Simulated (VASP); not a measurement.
**Pd: single point with PBE**

The system is Pd.

```
Pd
1.0
     0.00000    1.97129    1.97129
     1.97129    0.00000    1.97129
     1.97129    1.97129    0.00000
Pd
1
Direct
  0.00000 0.00000 0.00000
```

- Program: VASP 6.6.1
- Task: single point
- Functional: PBE
- Potentials or basis: VASP PAW PBE potentials, release 64 (Pd)
- Cutoff: 520 eV
- k mesh: 18 × 18 × 18
- Occupations: fermi-dirac, width 0.05 eV
- Spin: no spin polarisation

The pressure is -0.3 GPa. The band gap on the k mesh is zero (band 5 reaches 9.42 eV, above the bottom of band 6 at 7.94 eV).

Levels at points of the mesh, in eV from the Fermi level:
```tsv
k point	band 1	band 2	band 3	band 4	band 5	band 6	band 7	band 8	band 9	band 10
(0.00, 0.00, 0.00)	-6.85	-2.67	-2.67	-2.67	-1.16	-1.16	17.17	21.73	21.73	21.73
(0.50, 0.00, 0.00)	-5.00	-2.71	-2.71	-0.03	-0.03	1.10	7.03	16.52	20.73	20.73
(0.50, 0.50, 0.00)	-5.08	-4.81	-0.06	0.27	0.27	3.36	10.39	13.00	13.00	21.02
```

It took 19 s on 1 thread of Intel(R) Xeon(R) Platinum 8488C (Sapphire Rapids), with other jobs on the host, peak memory 0.16 GiB.
